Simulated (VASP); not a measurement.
Set up this calculation in VASP 6.6.1, as the native input.

```yaml
Task: single point
Functional: PBEsol
Potentials_or_basis: VASP PAW PBE potentials, release 64 (As)
Cutoff: 520 eV
k_mesh: 18 × 18 × 18
Occupations: gaussian, width 0.15 eV
Spin: no spin polarisation
Dipole_correction: no
Further_INCAR_settings: ALGO = Normal; EDIFF = 1e-07; NBANDS = 12
```

The structure of As lies in POSCAR:

```
As
1.0
    1.9079456994      1.1015529631      3.4857700000
   -1.9079456994      1.1015529631      3.4857700000
    0.0000000000     -2.2031059263      3.4857700000
As
2
Direct
    0.2275400000      0.2275400000      0.2275400000
    0.7724600000      0.7724600000      0.7724600000
```

This cell differs from its parent crystal: strain +0.015 along x and y, +0.000 along z.

These files were run (other wordings do the same):

INCAR

```
SYSTEM = As
PREC = Accurate
ENCUT = 520
EDIFF = 1E-7
ISMEAR = 0
SIGMA = 0.15
LREAL = .FALSE.
LASPH = .TRUE.
NELM = 60
ALGO = Normal
ISIF = 2
LWAVE = .FALSE.
LCHARG = .FALSE.
GGA = PS
NBANDS = 12
```

KPOINTS

```
regular mesh
0
G
  18 18 18
  0 0 0
```

Potentials or basis: VASP PAW PBE potentials, release 64 (As).

Command:

```bash
$ cat potpaw_PBE.64/As/POTCAR > POTCAR
$ mpirun -np 1 vasp_std > vasp.out
```

It gave:

* Pressure: -2.0 GPa
* Largest force: 0.072 eV/Å
* Band gap on the k mesh: zero (bands 5 and 6 overlap by 0.42 eV)

Caveat: the cell differs from its parent crystal (strain +0.015 along x and y, +0.000 along z); the PAW data sets were made with another functional, which shifts forces and pressure a little.

Run time: 5.5 min on 1 thread of AMD EPYC 7R13, on a shared host, peak memory 0.35 GiB.
